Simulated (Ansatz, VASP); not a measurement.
TiTe2 in VASP and in Ansatz

INCAR

```
SYSTEM = TiTe2
PREC = Accurate ; ENCUT = 520
EDIFF = 1E-8 ; ISMEAR = -1
SIGMA = 0.03 ; LREAL = .False.
LASPH = .True. ; NELM = 80
ALGO = Normal ; ISIF = 2
LWAVE = .False. ; LCHARG = .False.
GGA = PS ; LEFG = .True.
NBANDS = 19
```

Contents of KPOINTS:

```
regular mesh
0
Gamma
  13 13 7
  0 0 0
```

The input POSCAR:

```
TiTe2
1.0
    3.8510785353      0.0000000000      0.0000000000
   -1.9255392676      3.3351318436      0.0000000000
    0.0000000000      0.0000000000      6.6254441201
Ti Te
1 2
Direct
    0.0000000000      0.0000000000      0.0000000000
    0.6666666667      0.3333333333      0.2628000000
    0.3333333333      0.6666666667      0.7372000000
```

Input for Ansatz:

```yaml
crystal:
  lattice:
    - [3.8510785353, 0.0, 0.0]
    - [-1.9255392676, 3.3351318436, 0.0]
    - [0.0, 0.0, 6.6254441201]
  atoms:
    - { symbol: Ti, position: [0.0, 0.0, 0.0] }
    - { symbol: Te, position: [0.6666666667, 0.3333333333, 0.2628] }
    - { symbol: Te, position: [0.3333333333, 0.6666666667, 0.7372] }
kpoints:
  mp_grid: { grid: [13, 13, 7] }
scf:
  occupations: { method: fermi_dirac, width: 0.03 }
hamiltonian:
  xc: pbesol
  pseudopotentials: { kind: all_electron, datasets: crystal }
output:
  forces: true
  stress: true
  eigenvalues: true
  efg: { contact_densities: true }
```

Change from the starting cell: volume scaled by 1.06, crystal datasets.

Alike in both runs: task electric field gradients; functional PBEsol; k mesh 13 × 13 × 7; occupations fermi-dirac, width 0.03 eV; no spin polarisation.

|  | VASP | Ansatz |
| --- | --- | --- |
| version | VASP 6.6.1 | Ansatz 0.2.0 |
| potentials or method | VASP PAW PBE potentials, release 64 (Ti_sv, Te), cutoff 520 eV | all-electron PAW with datasets made for the crystal, scalar-relativistic |

Ansatz gave:

* pressure (GPa): -5.3
* traceless stress, the component that is largest in VASP (GPa): 0.41
* rms of the force components (eV/Å): 0.264
* size of Vzz on the site where it differs most (V/Å²): 64.0

Which values does VASP return?

Pressure (GPa): -5.3; traceless stress, the component that is largest in VASP (GPa): 0.42; rms of the force components (eV/Å): 0.255; size of Vzz on the site where it differs most (V/Å²): 60.2.

VASP's potentials were made for PBE, not for PBEsol. Atom by atom the forces differ by 0.009 eV/Å (rms over components). Ansatz ran all-electron here, and VASP with PAW potentials.

Spin-orbit coupling is off throughout.
